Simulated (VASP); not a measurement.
# Ta (Immm) in VASP: notebook

The runs below take Ta through single point, with PBE.

Everything below comes from runs of VASP 6.6.1. Logs are shortened: lines on timing, memory, paths and dates and some standing lists are left out, and cuts for length are marked.

**1. The cell of the first run**

The structure is orthorhombic, space group Immm (No. 71). The conventional cell has a = 2.821 Å, b = 3.319 Å, c = 3.410 Å, α = 90.00°, β = 90.00°, γ = 90.00°. Ta (site symmetry mmm) has 14 Ta at 2.77 to 3.41 Å within 3.6 Å.

**2. Single point, PBE (normal strain along x +0.0275, normal strain along z -0.1500)**

INCAR reads:

```
ALGO = Fast ; EDIFF = 1E-6
ENCUT = 520 ; GGA = PE
ISIF = 2 ; ISMEAR = 0
LASPH = T ; LCHARG = F
LREAL = F ; LWAVE = F
NBANDS = 12 ; NELM = 80
PREC = Accurate ; SIGMA = 0.15
```

KPOINTS reads:

```
k-points
0
Gamma
  18 18 18
```

POSCAR reads:

```
Ta
1.0
   -1.7051193670      1.6594835689      1.4105610336
    1.7051193670     -1.6594835689      1.4105610336
    1.7051193670      1.6594835689     -1.4105610336
Ta
1
Direct
    0.0000000000      0.0000000000      0.0000000000
```

Potentials or basis: VASP PAW PBE potentials, release 64 (Ta_pv).

Run with:

```
> cat potpaw_PBE.64/Ta_pv/POTCAR > POTCAR
> mpirun -np 1 vasp_std > vasp.out
```

OUTCAR:

```text
EDIFF = 1E-6
   ENCUT = 520
   GGA = PE
   ISIF = 2
   ISMEAR = 0
   LASPH = T
   LREAL = F
   NELM = 80
   PREC = Accurate

 ion  position               nearest neighbor table
   1  0.000  0.000  0.000-

  LATTYP: Found a body centered orthorhombic cell.
 ALAT       =     2.8211220672
 B/A-ratio  =     1.1764705882
 C/A-ratio  =     1.2088235294

  Lattice vectors:

 A1 = (  -1.7051193670,   1.6594835689,  -1.4105610336)
 A2 = (  -1.7051193670,  -1.6594835689,   1.4105610336)
 A3 = (   1.7051193670,   1.6594835689,   1.4105610336)

Analysis of symmetry for initial positions (statically):
=====================================================================
 Subroutine PRICEL returns:
 Original cell was already a primitive cell.

 Routine SETGRP: Setting up the symmetry group for a
 body centered orthorhombic supercell.

 Subroutine GETGRP returns: Found  8 space group operations
 (whereof  8 operations were pure point group operations)
 out of a pool of  8 trial point group operations.

The static configuration has the point symmetry D_2h.

Analysis of symmetry for dynamics (positions and initial velocities):
=====================================================================
 Subroutine PRICEL returns:
 Original cell was already a primitive cell.

 Routine SETGRP: Setting up the symmetry group for a
 body centered orthorhombic supercell.

 Subroutine GETGRP returns: Found  8 space group operations
 (whereof  8 operations were pure point group operations)
 out of a pool of  8 trial point group operations.

The dynamic configuration has the point symmetry D_2h.

 Subroutine INISYM returns: Found  8 space group operations
 (whereof  8 operations are pure point group operations),
 and found     1 'primitive' translations

----------------------------------------------------------------------------------------

                                     Primitive cell

  volume of cell :      15.9654

  direct lattice vectors                    reciprocal lattice vectors
    -1.705119367  1.659483569  1.410561034     0.000000000  0.301298554  0.354468887
     1.705119367 -1.659483569  1.410561034     0.293234603  0.000000000  0.354468887
     1.705119367  1.659483569 -1.410561034     0.293234603  0.301298554  0.000000000

  length of vectors
     2.766044143  2.766044143  2.766044143     0.465219315  0.460037742  0.420437095

  position of ions in fractional coordinates (direct lattice)
     0.000000000  0.000000000  0.000000000

  ion indices of the primitive-cell ions
   primitive index   ion index
                 1           1

----------------------------------------------------------------------------------------
[... 78 lines left out ...]
   POTIM  = 0.5000    time-step for ionic-motion
   TEBEG  =    0.0;   TEEND  =   0.0 temperature during run
   PSTRESS=    0.0 pullay stress
   NELECT =      11.0000    total number of electrons
   NUPDOWN=      -1.0000    fix difference up-down
   EMIN   =  10.00;   EMAX   =-10.00  energy-range for DOS
   EFERMI =   0.00;   METHOD = LEGACY
   ISMEAR =     0;   SIGMA  =   0.15  broadening in eV -4-tet -1-fermi 0-gaus
   EFERMI_NEDOS =   21; number of points for ismear=-14 and -15
   IALGO  =     68    algorithm
   IMIX   =      4    mixing-type and parameters
     AMIX     =   0.40;   BMIX     =  1.00
     AMIX_MAG =   1.60;   BMIX_MAG =  1.00
  volume/ion in A,a.u.               =      15.97       107.74
  Fermi-wavevector in a.u.,A,eV,Ry     =   1.445925  2.732403 28.445700  2.090700
  Thomas-Fermi vector in A             =   2.564052
   LORBIT       =      0    0 simple, 1 ext, 2 COOP (PROOUT), +10 PAW based schemes
   GGA     = PE    functional components
   LHFCALC =     F    Hartree Fock is set to
   AEXX    =    0.0000 exact exchange contribution
   IVDW    =     0    specifies the selected vdW correction
   LEPSILON=     F    determine dielectric tensor
   LRPA    =     F    only Hartree local field effects (RPA)
 non-spin polarized calculation
 RMM-DIIS sequential band-by-band and
 Gauss-broadening in eV      SIGMA  =   0.15
  energy-cutoff  :      520.00
  volume of cell :       15.97
 maximum number of plane-waves:       441
 NGX is ok and might be reduce to    24
   NGX = 11   NGY = 11   NGZ = 11

 number of electron      11.0000000 magnetization

 Free energy of the ion-electron system (eV)
  ---------------------------------------------------
  ext. energy  EPLUGINS =         0.00000000
  ---------------------------------------------------
  free energy    TOTEN  =       -11.45170634 eV

  energy without entropy =      -11.43931321  energy(sigma->0) =      -11.44550977

 E-fermi :   6.7421     XC(G=0): -13.2411

 val. band max:        6.7385802618   @ k =   0.3889  -0.2222   0.2222
 cond. band min:       6.7424957618   @ k =  -0.4444  -0.3889   0.2222
 fundamental gap:      0.0039155000
 Fermi energy:         6.7420946858

 k-point     1 :       0.0000    0.0000    0.0000
  band No.  band energies     occupation
      1     -26.1244      2.00000
      2     -26.1165      2.00000
      3     -25.9705      2.00000
      4      -1.8340      2.00000
      5       5.6829      2.00000
      6       8.3823      0.00000
      7       8.6873      0.00000
      8       8.7190      0.00000
      9      12.5259      0.00000
     10      21.0466      0.00000
     11      21.5010      0.00000
     12      21.6040      0.00000
[... 331 lines left out ...]
 k-point    24 :      -0.2778    0.0556   -0.0000
  band No.  band energies     occupation
      1     -26.9637      2.00000
      2     -26.4127      2.00000
      3     -26.1716      2.00000
      4       0.9679      2.00000
      5       5.0771      2.00000
      6       6.6266      1.72361
      7       9.8999      0.00000
      8      10.6950      0.00000
      9      11.5703      0.00000
     10      21.5964      0.00000
     11      22.2751      0.00000
     12      26.1993      0.00000

 [... further k-points ...]
[... 5 lines left out ...]
  --------------------------------------------------------------------------------------
  -------------------------------------------------------------------------------------
  Total        2.8453683      3.2030487      5.4683547      0.0000000      0.0000000      0.0000000
  in kB      285.5416447    321.4359905    548.7665650      0.0000000      0.0000000      0.0000000
  external PRESSURE =     385.2480667 kB  Pullay stress =       0.0000000 kB

 VOLUME and BASIS-vectors are now :
 -----------------------------------------------------------------------------
  energy-cutoff  :      520.00
  volume of cell :       15.97
      direct lattice vectors                 reciprocal lattice vectors
    -1.705119367  1.659483569  1.410561034     0.000000000  0.301298554  0.354468887
     1.705119367 -1.659483569  1.410561034     0.293234603  0.000000000  0.354468887
     1.705119367  1.659483569 -1.410561034     0.293234603  0.301298554  0.000000000

 POSITION                                       TOTAL-FORCE (eV/Angst)
 -----------------------------------------------------------------------------------
      0.00000      0.00000      0.00000         0.000000      0.000000     -0.000000
 -----------------------------------------------------------------------------------
    total drift:                                0.000000      0.000000      0.000000

  FREE ENERGIE OF THE ION-ELECTRON SYSTEM (eV)
  ---------------------------------------------------
  free  energy   TOTEN  =       -11.4517063351 eV

  energy  without entropy=      -11.4393132070  energy(sigma->0) =      -11.44550977
```

OSZICAR:

```text
N       E                     dE             d eps       ncg     rms          rms(c)
DAV:   1     0.612598002500E+02    0.61260E+02   -0.61311E+03 20848   0.895E+02
DAV:   2    -0.108603708800E+02   -0.72120E+02   -0.70184E+02 23008   0.249E+02
DAV:   3    -0.118236286137E+02   -0.96326E+00   -0.95582E+00 24620   0.272E+01
DAV:   4    -0.118257542344E+02   -0.21256E-02   -0.21255E-02 22648   0.142E+00
DAV:   5    -0.118257598698E+02   -0.56354E-05   -0.56360E-05 24148   0.692E-02    0.168E+01
RMM:   6    -0.115486876126E+02    0.27707E+00   -0.17316E-01 22150   0.359E+00    0.867E+00
RMM:   7    -0.114522309088E+02    0.96457E-01   -0.20965E-01 23678   0.390E+00    0.355E-01
RMM:   8    -0.114516424517E+02    0.58846E-03   -0.86465E-03 25619   0.945E-01    0.263E-01
RMM:   9    -0.114517300379E+02   -0.87586E-04   -0.81668E-04 26412   0.308E-01    0.487E-02
RMM:  10    -0.114517111310E+02    0.18907E-04   -0.96418E-05 26485   0.106E-01    0.795E-03
RMM:  11    -0.114517065010E+02    0.46300E-05   -0.15476E-05 25287   0.429E-02    0.508E-03
RMM:  12    -0.114517063351E+02    0.16593E-06   -0.24856E-06 21808   0.165E-02
   1 F= -.11451706E+02 E0= -.11445510E+02  d E =-.123931E-01
```

stdout:

```text
POSCAR found type information on POSCAR Ta
 POSCAR found :  1 types and       1 ions
 scaLAPACK will be used
 LDA part: xc-table for (Slater+PW92), standard interpolation
 POSCAR, INCAR and KPOINTS ok, starting setup
 FFT: planning ... GRIDC
 FFT: planning ... GRID_SOFT
 FFT: planning ... GRID
 WAVECAR not read
 entering main loop
WARNING in EDDRMM: call to ZHEGV failed, returncode =   8  4     12
```

Run time: 99 s. Hardware: 1 thread of Intel Xeon 6975P-C, shared host; peak memory 0.28 GiB.

Results:

| Property | Result |
| --- | --- |
| Free energy | -11.4517 eV |
| Pressure | 38.5 GPa |

Caveat: the cell differs from its parent crystal (normal strain along x +0.0275, normal strain along z -0.1500); spin-orbit coupling is left out, which moves the levels of the heavy elements.

**3. Single point, PBE (normal strain along x -0.0825, normal strain along z -0.0375)**

INCAR reads:

```
SYSTEM = Ta
PREC = Accurate
ENCUT = 520
EDIFF = 1E-7
ISMEAR = 0
SIGMA = 0.15
LREAL = .FALSE.
LASPH = .TRUE.
NELM = 100
ALGO = Fast
ISIF = 2
LWAVE = .FALSE.
LCHARG = .FALSE.
GGA = PE
NBANDS = 12
```

KPOINTS reads:

```
regular mesh
0
G
  18 18 18
  0 0 0
```

POSCAR reads:

```
Ta
1.0
   -1.5225761745      1.6594835689      1.5972529351
    1.5225761745     -1.6594835689      1.5972529351
    1.5225761745      1.6594835689     -1.5972529351
Ta
1
Direct
    0.0000000000      0.0000000000      0.0000000000
```

Potentials or basis: VASP PAW PBE potentials, release 64 (Ta_pv).

Run with:

```
> cat potpaw_PBE.64/Ta_pv/POTCAR > POTCAR
> mpirun -np 1 vasp_std > vasp.out
```

Wall time 1.8 min (1 thread of Intel Xeon 6975P-C, shared host); peak memory 0.28 GiB.

Results (log left out):

```yaml
Free_energy: -11.6029 eV
Pressure: 31.6 GPa
```

Stress tensor (GPa, compression positive):
```
37.69  0.00  0.00
 0.00 25.34  0.00
 0.00  0.00 31.80
```

Levels at points of the mesh, in eV from the Fermi level:
| k point | band 1 | band 2 | band 3 | band 4 | band 5 | band 6 | band 7 | band 8 | band 9 | band 10 |
| --- | --- | --- | --- | --- | --- | --- | --- | --- | --- | --- |
| (0.00, 0.00, 0.00) | -32.66 | -32.65 | -32.64 | -8.35 | 0.09 | 0.84 | 1.34 | 3.55 | 5.07 | 14.78 |
| (0.50, 0.00, 0.00) | -34.33 | -33.10 | -32.62 | -4.92 | -1.20 | 1.78 | 3.36 | 5.16 | 8.73 | 12.65 |
| (0.00, 0.50, 0.00) | -34.30 | -33.23 | -32.73 | -4.93 | -2.48 | 2.51 | 4.91 | 6.20 | 8.99 | 12.34 |
| (0.50, 0.50, 0.00) | -34.32 | -33.17 | -32.69 | -4.92 | -1.95 | 2.20 | 3.93 | 6.09 | 8.80 | 12.43 |
| (0.50, 0.50, 0.50) | -33.92 | -33.79 | -33.63 | -4.66 | -4.40 | 7.58 | 7.75 | 7.99 | 8.64 | 9.62 |

Caveat: the cell differs from its parent crystal (normal strain along x -0.0825, normal strain along z -0.0375); spin-orbit coupling is left out, which moves the levels of the heavy elements.

**4. Single point, PBE (normal strain along x +0.0550, normal strain along z -0.1500)**

INCAR reads:

```
ALGO     = Fast           # electronic algorithm
EDIFF    = 1E-6           # SCF threshold, eV
ENCUT    = 520            # plane-wave cutoff, eV
GGA      = PE             # functional
ISIF     = 2              # what is computed and relaxed
ISMEAR   = 0              # smearing method
LASPH    = T              # aspherical terms in the spheres
LCHARG   = T              # write CHGCAR
LELF     = T              # ELF
LREAL    = F              # projectors in reciprocal space
LVHAR    = T            
LWAVE    = F              # write WAVECAR
NBANDS   = 12             # bands
NELM     = 100            # most SCF steps
PREC     = Accurate       # precision mode
SIGMA    = 0.15           # smearing width, eV
```

KPOINTS reads:

```
k-points
0
Gamma
  18 18 18
```

POSCAR reads:

```
Ta
1.0
   -1.7507551652      1.6594835689      1.4105610336
    1.7507551652     -1.6594835689      1.4105610336
    1.7507551652      1.6594835689     -1.4105610336
Ta
1
Direct
    0.0000000000      0.0000000000      0.0000000000
```

Run with:

```
> cat potpaw_PBE.64/Ta_pv/POTCAR > POTCAR
> mpirun -np 1 vasp_std > vasp.out
```

It took 89 s on 1 thread of Intel Xeon 6975P-C, shared host; peak memory 0.28 GiB.

Results (log left out):

```yaml
Free_energy: -11.5164 eV
Pressure: 30.9 GPa
```

Stress tensor (GPa, compression positive):
```
20.03  0.00  0.00
 0.00 26.15  0.00
 0.00  0.00 46.42
```

Levels at points of the mesh, in eV from the Fermi level:
```tsv
k point	band 1	band 2	band 3	band 4	band 5	band 6	band 7	band 8	band 9	band 10
(0.00, 0.00, 0.00)	-33.00	-32.99	-32.83	-8.50	-1.10	1.60	1.73	2.17	5.66	13.94
(0.50, 0.00, 0.00)	-34.55	-33.52	-33.17	-5.05	-3.13	2.74	4.34	7.50	8.25	12.14
(0.00, 0.50, 0.00)	-34.59	-33.46	-33.13	-5.02	-2.49	2.36	3.14	7.37	7.89	12.15
(0.50, 0.50, 0.00)	-34.55	-33.16	-32.91	-5.11	0.18	0.88	1.46	4.12	8.12	12.21
(0.50, 0.50, 0.50)	-34.27	-34.11	-33.52	-4.91	-4.37	7.08	7.19	7.41	8.02	8.38
```

Caveat: the cell differs from its parent crystal (normal strain along x +0.0550, normal strain along z -0.1500); spin-orbit coupling is left out, which moves the levels of the heavy elements.

**5. Single point, PBE (normal strain along x -0.0275, normal strain along z +0.0750)**

INCAR reads:

```
SYSTEM = Ta
PREC = Accurate
ENCUT = 520
EDIFF = 1E-7
ISMEAR = 0
SIGMA = 0.15
LREAL = .FALSE.
LASPH = .TRUE.
NELM = 60
ALGO = Fast
ISIF = 2
LWAVE = .FALSE.
LCHARG = .TRUE.
GGA = PE
LELF = .TRUE.
LVHAR = .TRUE.
NBANDS = 12
```

KPOINTS reads:

```
Automatic mesh
0
G
  18 18 18
  0 0 0
```

POSCAR reads:

```
Ta
1.0
   -1.6138477708      1.6594835689      1.7839448366
    1.6138477708     -1.6594835689      1.7839448366
    1.6138477708      1.6594835689     -1.7839448366
Ta
1
Direct
    0.0000000000      0.0000000000      0.0000000000
```

Run with:

```
> cat potpaw_PBE.64/Ta_pv/POTCAR > POTCAR
> mpirun -np 1 vasp_std > vasp.out
```

Wall time 2 min (1 thread of Intel Xeon 6975P-C, shared host); peak memory 0.3 GiB.

Results (log left out):

```
Free energy : -11.7724 eV
Pressure    : -7.2 GPa
```

Stress tensor (GPa, compression positive):
```
 -3.84   0.00   0.00
  0.00  -5.69   0.00
  0.00   0.00 -12.01
```

Levels at points of the mesh, in eV from the Fermi level:
```
           k point  band 3  band 4  band 5  band 6  band 7  band 8
(0.00, 0.00, 0.00)  -33.34   -7.72    0.26    0.63    1.40    2.99
(0.50, 0.00, 0.00)  -33.34   -4.20   -0.84    1.04    2.72    4.49
(0.00, 0.50, 0.00)  -33.36   -4.17   -1.21    1.24    2.96    4.94
(0.50, 0.50, 0.00)  -33.40   -4.11   -2.04    1.71    4.39    5.12
(0.50, 0.50, 0.50)  -33.93   -3.63   -3.37    6.13    6.39    6.49
```

Caveat: the cell differs from its parent crystal (normal strain along x -0.0275, normal strain along z +0.0750); spin-orbit coupling is left out, which moves the levels of the heavy elements.

**6. Single point, PBE (normal strain along x +0.0825, normal strain along z -0.0375)**

INCAR reads:

```
PREC = Accurate
ENCUT = 520
EDIFF = 1E-6
ISMEAR = 0
SIGMA = 0.15
LREAL = False
LASPH = True
NELM = 80
ALGO = Fast
ISIF = 2
LWAVE = False
LCHARG = False
GGA = PE
NBANDS = 12
```

KPOINTS reads:

```
Automatic mesh
0
Gamma
  18 18 18
```

POSCAR reads:

```
Ta
1.0
   -1.7963909633      1.6594835689      1.5972529351
    1.7963909633     -1.6594835689      1.5972529351
    1.7963909633      1.6594835689     -1.5972529351
Ta
1
Direct
    0.0000000000      0.0000000000      0.0000000000
```

Potentials or basis: VASP PAW PBE potentials, release 64 (Ta_pv).

Run with:

```
> cat potpaw_PBE.64/Ta_pv/POTCAR > POTCAR
> mpirun -np 1 vasp_std > vasp.out
```

Wall time 1.7 min (1 thread of Intel Xeon 6975P-C, shared host); peak memory 0.3 GiB.

The run converged. Its results:

* Free energy: -11.7664 eV
* Pressure: -6.4 GPa

Stress tensor (GPa, compression positive):
```
-11.75   0.00   0.00
  0.00  -4.88   0.00
  0.00   0.00  -2.58
```

Levels at points of the mesh, in eV from the Fermi level:
```tsv
k point	band 1	band 2	band 3	band 4	band 5	band 6	band 7	band 8	band 9	band 10
(0.00, 0.00, 0.00)	-33.35	-33.35	-33.33	-7.75	0.16	0.67	1.51	2.86	4.42	13.72
(0.50, 0.00, 0.00)	-34.30	-33.71	-33.41	-4.13	-2.13	1.78	4.45	5.27	7.32	11.19
(0.00, 0.50, 0.00)	-34.33	-33.64	-33.37	-4.19	-1.23	1.26	2.88	5.10	7.01	10.67
(0.50, 0.50, 0.00)	-34.33	-33.60	-33.33	-4.24	-0.72	0.98	2.55	4.47	7.00	10.47
(0.50, 0.50, 0.50)	-34.15	-33.99	-33.91	-3.68	-3.38	6.13	6.41	6.52	6.55	8.46
```

Caveat: the cell differs from its parent crystal (normal strain along x +0.0825, normal strain along z -0.0375); spin-orbit coupling is left out, which moves the levels of the heavy elements.

**7. Overview**

| cell | further INCAR settings | gap on the mesh (eV) | pressure (GPa) |
| --- | --- | --- | --- |
| a = 2.766 Å, angles 103.9, 106.3, 118.7°, 1 atom | ALGO = Fast; EDIFF = 1e-06; NBANDS = 12 | none | 38.5 |
| a = 2.761 Å, angles 113.1, 106.1, 109.3°, 1 atom | ALGO = Fast; EDIFF = 1e-07; NBANDS = 12 | none | 31.6 |
| a = 2.794 Å, angles 102.4, 107.1, 119.4°, 1 atom | ALGO = Fast; EDIFF = 1e-06; NBANDS = 12 | none | 30.9 |
| a = 2.922 Å, angles 113.0, 110.8, 104.8°, 1 atom | ALGO = Fast; EDIFF = 1e-07; NBANDS = 12 | none | -7.2 |
| a = 2.921 Å, angles 104.1, 110.8, 113.7°, 1 atom | ALGO = Fast; EDIFF = 1e-06; NBANDS = 12 | none | -6.4 |

Alike in all rows: task single point; level PBE; potentials or basis VASP PAW PBE potentials, release 64 (Ta_pv); no spin polarisation; k mesh 18 × 18 × 18; cutoff (eV) 520; smearing gaussian 0.15 eV.

Caveats: spin-orbit coupling is left out, which moves the levels of the heavy elements.

Absolute energies hang on the potentials; compare differences alone.
